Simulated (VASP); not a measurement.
# Pt2F (R3m) in VASP: a series of runs

The runs below take Pt2F through single point, relaxation of cell and atoms, with PBE.

All numbers are computed with VASP 6.6.1; they aren't measurements. Logs are shortened: lines on timing, memory, paths and dates and some standing lists are left out, and cuts for length are marked.

### 1 The cell of the first run

Symmetry: R3m, No. 160, trigonal system. The conventional cell has a = 2.838 Å, b = 2.838 Å, c = 16.481 Å, α = 90.00°, β = 90.00°, γ = 120.00°. Within 2.8 Å of Pt (site symmetry 3m) lie 3 F at 2.12 Å and 1 Pt at 2.69 Å. Pt (site symmetry 3m) has 3 F at 2.12 Å and 1 Pt at 2.69 Å within 2.8 Å. F (site symmetry 3m) has 6 Pt at 2.12 Å within 2.8 Å.

### 2 Single point, PBE

INCAR reads:

```
  PREC = Accurate
  ENCUT = 520
  EDIFF = 1E-6
  ISMEAR = 0
  SIGMA = 0.1
  LREAL = False
  LASPH = True
  NELM = 80
  ALGO = Normal
  ISIF = 2
  LWAVE = False
  LCHARG = False
  GGA = PE
  NBANDS = 20
```

KPOINTS reads:

```
Automatic mesh
0
Gamma
  6 6 6
```

POSCAR reads:

```
Pt2F
1.0
    1.4188799884      0.8191907432      5.4936885482
   -1.4188799884      0.8191907432      5.4936885482
    0.0000000000     -1.6383814864      5.4936885482
Pt F
2 1
Direct
    0.7484000000      0.7484000000      0.7484000000
    0.5849000000      0.5849000000      0.5849000000
    0.0000000000      0.0000000000      0.0000000000
```

Potentials or basis: VASP PAW PBE potentials, release 64 (Pt, F).

On the command line:

```bash
cat potpaw_PBE.64/Pt/POTCAR potpaw_PBE.64/F/POTCAR > POTCAR
mpirun -np 1 vasp_std > vasp.out
```

OUTCAR:

```text
PREC = Accurate
   ENCUT = 520
   EDIFF = 1E-6
   ISMEAR = 0
   LREAL = False
   LASPH = True
   NELM = 80
   ISIF = 2
   GGA = PE

 ion  position               nearest neighbor table
   1  0.748  0.748  0.748-   3 2.12   3 2.12   3 2.12   2 2.69   2 3.24   2 3.24   2 3.24
   2  0.585  0.585  0.585-   3 2.12   3 2.12   3 2.12   1 2.69   1 3.24   1 3.24   1 3.24
   3  0.000  0.000  0.000-   1 2.12   1 2.12   1 2.12   2 2.12   2 2.12   2 2.12

  LATTYP: Found a trigonal (rhomboedric) cell.
 ALAT       =     5.7327923179
 COS(alpha) =     0.8774851014

  Lattice vectors:

 A1 = (   1.4188799884,   0.8191907432,   5.4936885482)
 A2 = (  -1.4188799884,   0.8191907432,   5.4936885482)
 A3 = (   0.0000000000,  -1.6383814864,   5.4936885482)

Analysis of symmetry for initial positions (statically):
=====================================================================
 Subroutine PRICEL returns:
 Original cell was already a primitive cell.

 Routine SETGRP: Setting up the symmetry group for a
 trigonal (rhombohedral) supercell.

 Subroutine GETGRP returns: Found  6 space group operations
 (whereof  6 operations were pure point group operations)
 out of a pool of 12 trial point group operations.

The static configuration has the point symmetry C_3v.

Analysis of symmetry for dynamics (positions and initial velocities):
=====================================================================
 Subroutine PRICEL returns:
 Original cell was already a primitive cell.

 Routine SETGRP: Setting up the symmetry group for a
 trigonal (rhombohedral) supercell.

 Subroutine GETGRP returns: Found  6 space group operations
 (whereof  6 operations were pure point group operations)
 out of a pool of 12 trial point group operations.

The dynamic configuration has the point symmetry C_3v.

 Subroutine INISYM returns: Found  6 space group operations
 (whereof  6 operations are pure point group operations),
 and found     1 'primitive' translations

----------------------------------------------------------------------------------------

                                     Primitive cell

  volume of cell :      38.3130

  direct lattice vectors                    reciprocal lattice vectors
     1.418879988  0.819190743  5.493688548     0.352390621  0.203452820  0.060675688
    -1.418879988  0.819190743  5.493688548    -0.352390621  0.203452820  0.060675688
     0.000000000 -1.638381486  5.493688548     0.000000000 -0.406905640  0.060675688

  length of vectors
     5.732792318  5.732792318  5.732792318     0.411404592  0.411404592  0.411404592

  position of ions in fractional coordinates (direct lattice)
     0.748400000  0.748400000  0.748400000
     0.584900000  0.584900000  0.584900000
     0.000000000  0.000000000  0.000000000

  ion indices of the primitive-cell ions
   primitive index   ion index
                 1           1
                 2           2
                 3           3

----------------------------------------------------------------------------------------

 KPOINTS: Automatic mesh

Automatic generation of k-mesh.
 Grid dimensions read from file:
 generate k-points for:    6    6    6

 Generating k-lattice:

  Cartesian coordinates                     Fractional coordinates (reciprocal lattice)
     0.058731770  0.033908803  0.010112615     0.166666667  0.000000000  0.000000000
    -0.058731770  0.033908803  0.010112615     0.000000000  0.166666667  0.000000000
     0.000000000 -0.067817607  0.010112615     0.000000000  0.000000000  0.166666667

  Length of vectors
     0.068567432  0.068567432  0.068567432

  Shift w.r.t. Gamma in fractional coordinates (k-lattice)
     0.000000000  0.000000000  0.000000000

 Subroutine IBZKPT returns following result:
 ===========================================

 Found     32 irreducible k-points:

 Following reciprocal coordinates:
            Coordinates               Weight
  0.000000  0.000000  0.000000      1.000000
  0.166667 -0.000000 -0.000000      6.000000
  0.333333 -0.000000  0.000000      6.000000
  0.500000 -0.000000  0.000000      3.000000
  0.166667  0.166667  0.000000      6.000000
  0.333333  0.166667  0.000000     12.000000
[... 16 lines left out ...]
  0.500000  0.500000  0.166667      6.000000
 -0.333333  0.500000  0.166667     12.000000
 [... further k-points ...]
   k-points           NKPTS =     32   k-points in BZ     NKDIM =     32   number of bands    NBANDS=     20
   number of dos      NEDOS =    301   number of ions     NIONS =      3
   total plane-waves  NPLWV = 110592
   dimension x,y,z NGX =    48 NGY =   48 NGZ =   48
   dimension x,y,z NGXF=    96 NGYF=   96 NGZF=   96
   ions per type =               2   1
   NGX,Y,Z   is equivalent  to a cutoff of  13.92, 13.92, 13.92 a.u.
   NGXF,Y,Z  is equivalent  to a cutoff of  27.84, 27.84, 27.84 a.u.
 SYSTEM =  unknown system
   PREC   = accura    normal or accurate (medium, high low for compatibility)
   ISTART =      0    job   : 0-new  1-cont  2-samecut
   ICHARG =      2    charge: 1-file 2-atom 10-const
   ISPIN  =      1    spin polarized calculation?
   LNONCOLLINEAR =      F non collinear calculations
   LSORBIT =      F    spin-orbit coupling
   LASPH  =      T    aspherical Exc in radial PAW
   ENCUT  =  520.0 eV  38.22 Ry    6.18 a.u.  10.66 10.66 10.66*2*pi/ulx,y,z
   NELM   =     80;   NELMIN=  2; NELMDL= -5     # of ELM steps
   EDIFF  = 0.1E-05   stopping-criterion for ELM
   LREAL  =      F    real-space projection
   EDIFFG = 0.1E-04   stopping-criterion for IOM
   NSW    =      0    number of steps for IOM
   IBRION =     -1    ionic relax: 0-MD 1-quasi-New 2-CG
   NFREE  =      0    steps in history (QN), initial steepest desc. (CG)
   ISIF   =      2    stress and relaxation
   ISYM   =      2    0-nonsym 1-usesym 2-fastsym
   POTIM  = 0.5000    time-step for ionic-motion
   TEBEG  =    0.0;   TEEND  =   0.0 temperature during run
   PSTRESS=    0.0 pullay stress
   NELECT =      27.0000    total number of electrons
   NUPDOWN=      -1.0000    fix difference up-down
   EMIN   =  10.00;   EMAX   =-10.00  energy-range for DOS
   EFERMI =   0.00;   METHOD = LEGACY
   ISMEAR =     0;   SIGMA  =   0.10  broadening in eV -4-tet -1-fermi 0-gaus
   EFERMI_NEDOS =   21; number of points for ismear=-14 and -15
   IALGO  =     38    algorithm
   IMIX   =      4    mixing-type and parameters
     AMIX     =   0.40;   BMIX     =  1.00
     AMIX_MAG =   1.60;   BMIX_MAG =  1.00
  volume/ion in A,a.u.               =      12.77        86.18
  Fermi-wavevector in a.u.,A,eV,Ry     =   1.456847  2.753043 28.877068  2.122405
  Thomas-Fermi vector in A             =   2.573718
   LORBIT       =      0    0 simple, 1 ext, 2 COOP (PROOUT), +10 PAW based schemes
   GGA     = PE    functional components
   LHFCALC =     F    Hartree Fock is set to
   AEXX    =    0.0000 exact exchange contribution
   IVDW    =     0    specifies the selected vdW correction
   LEPSILON=     F    determine dielectric tensor
   LRPA    =     F    only Hartree local field effects (RPA)
 non-spin polarized calculation
 Gauss-broadening in eV      SIGMA  =   0.10
  energy-cutoff  :      520.00
  volume of cell :       38.31
 maximum number of plane-waves:      1042
 NGX is ok and might be reduce to    48
   NGX = 21   NGY = 21   NGZ = 21

 number of electron      27.0000000 magnetization

 Free energy of the ion-electron system (eV)
  ---------------------------------------------------
  ext. energy  EPLUGINS =         0.00000000
  ---------------------------------------------------
  free energy    TOTEN  =        -9.78874648 eV

  energy without entropy =       -9.76932536  energy(sigma->0) =       -9.77903592

 E-fermi :   9.7657     XC(G=0): -12.9422

 val. band max:        9.7649251363   @ k =   0.5000   0.5000   0.0000
 cond. band min:       9.7684392492   @ k =  -0.3333  -0.3333   0.1667
 fundamental gap:      0.0035141129
 Fermi energy:         9.7656683227

 k-point     1 :       0.0000    0.0000    0.0000
  band No.  band energies     occupation
      1     -17.8365      2.00000
      2      -1.2418      2.00000
      3       0.9855      2.00000
      4       0.9855      2.00000
      5       2.9717      2.00000
      6       4.8541      2.00000
[... 12 lines left out ...]
     19      25.2660      0.00000
     20      27.7178      0.00000

 k-point     2 :       0.1667   -0.0000   -0.0000
  band No.  band energies     occupation
      1     -17.7421      2.00000
      2      -0.9246      2.00000
      3       0.1681      2.00000
      4       0.9076      2.00000
      5       4.0471      2.00000
      6       5.2099      2.00000
[... 12 lines left out ...]
     19      25.0280      0.00000
     20      26.0254      0.00000

 k-point     3 :       0.3333   -0.0000    0.0000
  band No.  band energies     occupation
      1     -17.5537      2.00000
      2      -0.8846      2.00000
      3      -0.5696      2.00000
      4       0.7122      2.00000
      5       4.7674      2.00000
      6       5.2266      2.00000
[... 12 lines left out ...]
     19      21.9271      0.00000
     20      24.9752      0.00000

 k-point     4 :       0.5000   -0.0000    0.0000
  band No.  band energies     occupation
      1     -17.4604      2.00000
      2      -1.3112      2.00000
      3      -0.5359      2.00000
      4       0.6026      2.00000
      5       4.5327      2.00000
      6       5.0531      2.00000
[... 12 lines left out ...]
     19      19.5150      0.00000
     20      23.3983      0.00000

 k-point     5 :       0.1667    0.1667    0.0000
  band No.  band energies     occupation
      1     -17.7418      2.00000
      2      -0.9360      2.00000
      3       0.1785      2.00000
      4       0.9068      2.00000
      5       4.0615      2.00000
      6       5.1029      2.00000
[... 12 lines left out ...]
     19      24.9458      0.00000
     20      25.9407      0.00000

 k-point     6 :       0.3333    0.1667    0.0000
  band No.  band energies     occupation
      1     -17.6003      2.00000
      2      -0.6036      2.00000
      3      -0.4773      2.00000
      4       0.5505      2.00000
      5       5.2055      2.00000
      6       5.3071      2.00000
[... 12 lines left out ...]
     19      22.5389      0.00000
     20      23.9894      0.00000

 k-point     7 :       0.5000    0.1667   -0.0000
  band No.  band energies     occupation
      1     -17.4599      2.00000
      2      -1.0221      2.00000
      3      -0.4475      2.00000
      4       0.2157      2.00000
      5       5.2461      2.00000
      6       5.5293      2.00000
[... 12 lines left out ...]
     19      19.9251      0.00000
     20      21.7349      0.00000
[... 277 lines left out ...]
 k-point    20 :       0.5000    0.3333    0.1667
  band No.  band energies     occupation
      1     -17.5999      2.00000
      2      -0.6142      2.00000
      3      -0.4366      2.00000
      4       0.5806      2.00000
      5       5.0799      2.00000
      6       5.1412      2.00000
[... 12 lines left out ...]
     19      22.6116      0.00000
     20      23.7741      0.00000

 k-point    21 :      -0.3333    0.3333    0.1667
  band No.  band energies     occupation
      1     -17.4598      2.00000
      2      -1.0090      2.00000
      3      -0.4465      2.00000
      4       0.2427      2.00000
      5       5.0799      2.00000
      6       5.5077      2.00000
[... 12 lines left out ...]
     19      20.9363      0.00000
     20      21.9530      0.00000

 k-point    22 :      -0.1667    0.3333    0.1667
  band No.  band energies     occupation
      1     -17.4596      2.00000
      2      -1.0205      2.00000
      3      -0.4516      2.00000
      4       0.2024      2.00000
      5       5.0145      2.00000
      6       5.6758      2.00000
[... 12 lines left out ...]
     19      19.5157      0.00000
     20      21.5697      0.00000

 k-point    23 :       0.5000    0.5000    0.1667
  band No.  band energies     occupation
      1     -17.5533      2.00000
      2      -0.7996      2.00000
      3      -0.5799      2.00000
      4       0.6921      2.00000
      5       4.5550      2.00000
      6       5.0169      2.00000
[... 12 lines left out ...]
     19      21.6930      0.00000
     20      23.4850      0.00000

 k-point    24 :      -0.3333    0.5000    0.1667
  band No.  band energies     occupation
      1     -17.4597      2.00000
      2      -1.0016      2.00000
      3      -0.4478      2.00000
      4       0.2490      2.00000
      5       4.9361      2.00000
      6       5.5119      2.00000
[... 12 lines left out ...]
     19      21.2899      0.00000
     20      22.4323      0.00000

 [... further k-points ...]
[... 5 lines left out ...]
  --------------------------------------------------------------------------------------
  -------------------------------------------------------------------------------------
  Total       11.5238625     11.5238625     16.6671056      0.0000000      0.0000000      0.0000000
  in kB      481.9063704    481.9063703    696.9871703      0.0000000      0.0000000      0.0000000
  external PRESSURE =     553.5999703 kB  Pullay stress =       0.0000000 kB

 VOLUME and BASIS-vectors are now :
 -----------------------------------------------------------------------------
  energy-cutoff  :      520.00
  volume of cell :       38.31
      direct lattice vectors                 reciprocal lattice vectors
     1.418879988  0.819190743  5.493688548     0.352390621  0.203452820  0.060675688
    -1.418879988  0.819190743  5.493688548    -0.352390621  0.203452820  0.060675688
     0.000000000 -1.638381486  5.493688548     0.000000000 -0.406905640  0.060675688

 POSITION                                       TOTAL-FORCE (eV/Angst)
 -----------------------------------------------------------------------------------
      0.00000      0.00000     12.33443         0.000000      0.000000      8.021264
      0.00000      0.00000      9.63978         0.000000      0.000000     -8.248469
      0.00000      0.00000      0.00000         0.000000      0.000000      0.227205
 -----------------------------------------------------------------------------------
    total drift:                                0.000000      0.000000     -0.000060

  FREE ENERGIE OF THE ION-ELECTRON SYSTEM (eV)
  ---------------------------------------------------
  free  energy   TOTEN  =        -9.7887464751 eV

  energy  without entropy=       -9.7693253644  energy(sigma->0) =       -9.77903592
```

Run time: 1.9 min. Hardware: 1 thread of Oxide Virtual Turin-like, shared host; peak memory 0.28 GiB.

What came out:

```yaml
Free_energy: -9.7887 eV
Pressure: 55.4 GPa
Largest_force: 8.248 eV/Å
```

Forces on the atoms (eV/Å):
```
Pt   0.000  0.000  8.021
Pt   0.000  0.000 -8.248
F    0.000  0.000  0.227
```

Stress tensor (GPa, compression positive):
```
48.19  0.00  0.00
 0.00 48.19  0.00
 0.00  0.00 69.70
```

Caveat: the k points lie up to 0.43 Å⁻¹ apart; spin-orbit coupling is left out, which moves the levels of the heavy elements; an odd number of electrons without spin polarisation forces a metal; a magnetic or distorted state may lie lower.

### 3 Single point, PBE

This run uses another cell than the first one, of 14.01 Å³/atom, 1.097 times its volume.

INCAR reads:

```
SYSTEM = Pt2F
  ALGO = Normal
  EDIFF = 1E-7
  ENCUT = 520
  GGA = PE
  ISIF = 2
  ISMEAR = 0
  LASPH = .TRUE.
  LCHARG = .FALSE.
  LREAL = .FALSE.
  LWAVE = .FALSE.
  NBANDS = 20
  NELM = 80
  PREC = Accurate
  SIGMA = 0.1
```

KPOINTS reads:

```
k-points
0
G
  6 6 6
  0 0 0
```

POSCAR reads:

```
Pt2F
1.0
    1.3863783113      0.8004258912      6.3128749304
   -1.3863783113      0.8004258912      6.3128749304
    0.0000000000     -1.6008517824      6.3128749304
Pt F
2 1
Direct
    0.7728031645      0.7728031645      0.7728031645
    0.5585372273      0.5585372273      0.5585372273
    0.0019596082      0.0019596082      0.0019596082
```

Potentials or basis: VASP PAW PBE potentials, release 64 (Pt, F).

On the command line:

```bash
cat potpaw_PBE.64/Pt/POTCAR potpaw_PBE.64/F/POTCAR > POTCAR
mpirun -np 1 vasp_std > vasp.out
```

OUTCAR:

```text
SYSTEM = Pt2F
   EDIFF = 1E-7
   ENCUT = 520
   GGA = PE
   ISIF = 2
   ISMEAR = 0
   LASPH = .TRUE.
   LREAL = .FALSE.
   NELM = 80
   PREC = Accurate

 ion  position               nearest neighbor table
   1  0.773  0.773  0.773-   3 2.54   3 2.54   3 2.54   2 2.77   2 2.77   2 2.77
   2  0.559  0.559  0.559-   3 2.63   3 2.63   3 2.63   1 2.77   1 2.77   1 2.77
   3  0.002  0.002  0.002-   1 2.54   1 2.54   1 2.54   2 2.63   2 2.63   2 2.63

  LATTYP: Found a trigonal (rhomboedric) cell.
 ALAT       =     6.5126888699
 COS(alpha) =     0.9093698196
[... 197 lines left out ...]
      6       4.2201      2.00000
[... 541 lines left out ...]
     19      18.8870      0.00000
     20      20.0311      0.00000

 [... further k-points ...]
[... 5 lines left out ...]
  --------------------------------------------------------------------------------------
  -------------------------------------------------------------------------------------
  Total       -0.1263032     -0.1263032     -0.1397142      0.0000000      0.0000000      0.0000000
  in kB       -4.8144164     -4.8144164     -5.3256159      0.0000000      0.0000000      0.0000000
  external PRESSURE =      -4.9848163 kB  Pullay stress =       0.0000000 kB

 VOLUME and BASIS-vectors are now :
 -----------------------------------------------------------------------------
  energy-cutoff  :      520.00
  volume of cell :       42.03
      direct lattice vectors                 reciprocal lattice vectors
     1.386378311  0.800425891  6.312874930     0.360651920  0.208222483  0.052802144
    -1.386378311  0.800425891  6.312874930    -0.360651920  0.208222483  0.052802144
     0.000000000 -1.600851782  6.312874930     0.000000000 -0.416444966  0.052802144

 POSITION                                       TOTAL-FORCE (eV/Angst)
 -----------------------------------------------------------------------------------
      0.00000      0.00000     14.63583         0.000000      0.000000      0.006074
      0.00000      0.00000     10.57793         0.000000      0.000000     -0.005407
      0.00000      0.00000      0.03711         0.000000     -0.000000     -0.000667
 -----------------------------------------------------------------------------------
    total drift:                               -0.000000      0.000000     -0.000503

  FREE ENERGIE OF THE ION-ELECTRON SYSTEM (eV)
  ---------------------------------------------------
  free  energy   TOTEN  =       -14.1923678089 eV

  energy  without entropy=      -14.1574538667  energy(sigma->0) =      -14.17491084
```

OSZICAR:

```text
N       E                     dE             d eps       ncg     rms          rms(c)
DAV:   1     0.145349864462E+03    0.14535E+03   -0.13634E+04  1280   0.126E+03
DAV:   2    -0.119437324713E+02   -0.15729E+03   -0.15081E+03  1420   0.281E+02
DAV:   3    -0.163483103097E+02   -0.44046E+01   -0.43364E+01  1464   0.463E+01
DAV:   4    -0.163762734087E+02   -0.27963E-01   -0.27957E-01  1420   0.389E+00
DAV:   5    -0.163766344287E+02   -0.36102E-03   -0.36102E-03  1496   0.467E-01    0.161E+01
DAV:   6    -0.145863642921E+02    0.17903E+01   -0.88648E+00  1484   0.289E+01    0.119E+01
DAV:   7    -0.142701402732E+02    0.31622E+00   -0.35694E+00  1464   0.164E+01    0.617E+00
DAV:   8    -0.142125220450E+02    0.57618E-01   -0.69467E-01  1488   0.837E+00    0.230E+00
DAV:   9    -0.142011362488E+02    0.11386E-01   -0.17647E-01  1444   0.364E+00    0.948E-01
DAV:  10    -0.141932610023E+02    0.78752E-02   -0.87669E-02  1420   0.245E+00    0.305E-01
DAV:  11    -0.141923984710E+02    0.86253E-03   -0.63696E-03  1404   0.644E-01    0.761E-02
DAV:  12    -0.141923967329E+02    0.17381E-05   -0.48272E-04  1448   0.196E-01    0.589E-02
DAV:  13    -0.141923673601E+02    0.29373E-04   -0.79712E-05  1680   0.113E-01    0.971E-03
DAV:  14    -0.141923679484E+02   -0.58830E-06   -0.18474E-05  1348   0.348E-02    0.378E-03
DAV:  15    -0.141923678201E+02    0.12833E-06   -0.63051E-07  1416   0.802E-03    0.135E-03
DAV:  16    -0.141923678089E+02    0.11254E-07   -0.84608E-08   752   0.317E-03
   1 F= -.14192368E+02 E0= -.14174911E+02  d E =-.349139E-01
```

Wall time 1.7 min (1 thread of Oxide Virtual Turin-like, shared host); peak memory 0.28 GiB.

What came out:

- Free energy: -14.1924 eV
- Pressure: -0.5 GPa
- Largest force: 0.006 eV/Å

Forces in eV/Å, atoms in the order of the input:
```
Pt   0.000  0.000  0.006
Pt   0.000  0.000 -0.005
F    0.000  0.000 -0.001
```

Caveat: the k points lie up to 0.44 Å⁻¹ apart; spin-orbit coupling is left out, which moves the levels of the heavy elements; an odd number of electrons without spin polarisation forces a metal; a magnetic or distorted state may lie lower.

(Continued in part 2 of 2.)
